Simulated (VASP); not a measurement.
Runs of VASP 6.6.1 on Pt. The structure is that of space group P6_3/mmc (No. 194), or close to it. The cells are those of the table. This isn't the form of Pt at room conditions, which is fcc.

```tsv
task	cell	k mesh	cutoff (eV)	gap on the mesh (eV)	pressure (GPa)
single point	a = 2.767, b = 2.767, c = 4.757 Å, angles 90.0, 90.0, 120.0°, 2 atoms	21 × 21 × 11	520	none	-0.5
single point	a = 2.651, b = 2.651, c = 4.558 Å, angles 90.0, 90.0, 120.0°, 2 atoms	21 × 21 × 11	520	none	(a)
single point	a = 2.839, b = 2.839, c = 4.881 Å, angles 90.0, 90.0, 120.0°, 2 atoms	21 × 21 × 11	520	none	-15.4
relaxation of cell and atoms	relaxed from a = 2.774, b = 2.774, c = 4.530 Å, angles 90.0, 90.0, 120.0°, 2 atoms	13 × 13 × 7	600	none	0.0
single point	a = 2.767, b = 2.767, c = 4.757 Å, angles 90.0, 90.0, 120.0°, 2 atoms	13 × 13 × 7	520	none	-0.5
single point	a = 2.691, b = 2.691, c = 4.627 Å, angles 90.0, 90.0, 120.0°, 2 atoms	21 × 21 × 11	520	none	(b)
single point	a = 2.729, b = 2.729, c = 4.693 Å, angles 90.0, 90.0, 120.0°, 2 atoms	21 × 21 × 11	520	none	10.5
single point	a = 2.803, b = 2.803, c = 4.820 Å, angles 90.0, 90.0, 120.0°, 2 atoms	21 × 21 × 11	520	none	-8.9
```

Alike in all rows: level PBE; potentials or basis VASP PAW PBE potentials, release 64 (Pt); no spin polarisation; smearing fermi-dirac 0.1 eV.

Estimate the missing entries.

(a) 43.2; (b) 24.8.

Caveats: spin-orbit coupling is left out, which moves the levels of the heavy elements; the cell stands under pressure (at least some runs); the cell stands under tension (at least some runs).

A k mesh can miss the band edges, and the runs leave out spin-orbit coupling on Pt.

A gap of «none» marks levels without a gap at the run's occupations.
